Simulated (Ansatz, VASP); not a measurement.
## One calculation of CsI, two programs

POSCAR

```
CsI
1.0
    4.5667000000      0.0000000000      0.0000000000
    0.0000000000      4.5667000000      0.0000000000
    0.0000000000      0.0000000000      4.5895335000
Cs I
1 1
Direct
    0.0000000000      0.0000000000      0.0000000000
    0.5000000000      0.5000000000      0.5000000000
```

Contents of INCAR.step1:

```
SYSTEM = CsI
PREC = Accurate ; ENCUT = 550
ISMEAR = 0 ; SIGMA = 0.05
LREAL = .False. ; LASPH = .True.
NELM = 120 ; NBANDS = 15
GGA = PE ; ALGO = Normal
EDIFF = 1E-5 ; LWAVE = .True.
LCHARG = .False. ; GGA_COMPAT = .False.
```

Contents of INCAR.step2:

```
SYSTEM = CsI
PREC = Accurate ; ENCUT = 550
EDIFF = 1E-6 ; ISMEAR = 0
SIGMA = 0.05 ; LREAL = .False.
LASPH = .True. ; NELM = 120
ALGO = Normal ; ISIF = 2
LWAVE = .False. ; LCHARG = .False.
METAGGA = R2SCAN ; LMIXTAU = .True.
NBANDS = 15 ; ISTART = 1
GGA_COMPAT = .False.
```

Contents of KPOINTS:

```
regular mesh
0
Gamma
  6 6 6
  0 0 0
```

Input for Ansatz:

```yaml
crystal:
  lattice:
    - [4.5667, 0.0, 0.0]
    - [0.0, 4.5667, 0.0]
    - [0.0, 0.0, 4.5895335]
  atoms:
    - { symbol: Cs, position: [0.0, 0.0, 0.0] }
    - { symbol: I, position: [0.5, 0.5, 0.5] }
basis:
  ecutwfc: 500
kpoints:
  mp_grid: { grid: [6, 6, 6] }
hamiltonian:
  xc: r2scan
scf:
  occupations: { method: gaussian, width: 0.05 }
output:
  forces: true
  stress: true
  eigenvalues: true
  write_density: true
  write_potential: true
  elf: true
  volumetric_format: npy
```

Change from the starting cell: strain +0.0050 x Voigt [0, 0, 1, 0, 0, 0], atoms carried along.

Alike in both runs: task single point; functional r2SCAN; k mesh 6 × 6 × 6; occupations gaussian, width 0.05 eV; no spin polarisation.

|  | VASP | Ansatz |
| --- | --- | --- |
| version | VASP 6.6.1 | Ansatz 0.2.0 |
| potentials or method | VASP PAW PBE potentials, release 64 (Cs_sv, I), cutoff 550 eV | scalar-relativistic, plane waves, PAW |
| valence electrons in the cell | 16 | 26 |

```tsv
	VASP	Ansatz	Ansatz less VASP
gap on the k mesh at the Fermi level (eV)	4.57	4.59	+0.018
least direct gap on the mesh (eV)	4.66	4.67	+0.015
pressure (GPa)	0.3	0.3	-0.03
traceless stress, the component that is largest in VASP (GPa)	-0.06	-0.06	0.000
```

VASP's potentials were made for PBE, not for r2SCAN. The functional is the same, so the differences come from potentials, cutoffs and numerics. VASP's potentials hold 16 valence electrons a cell and Ansatz's 26, so a difference there can come from the potentials and not from the codes.

Spin-orbit coupling is off throughout.
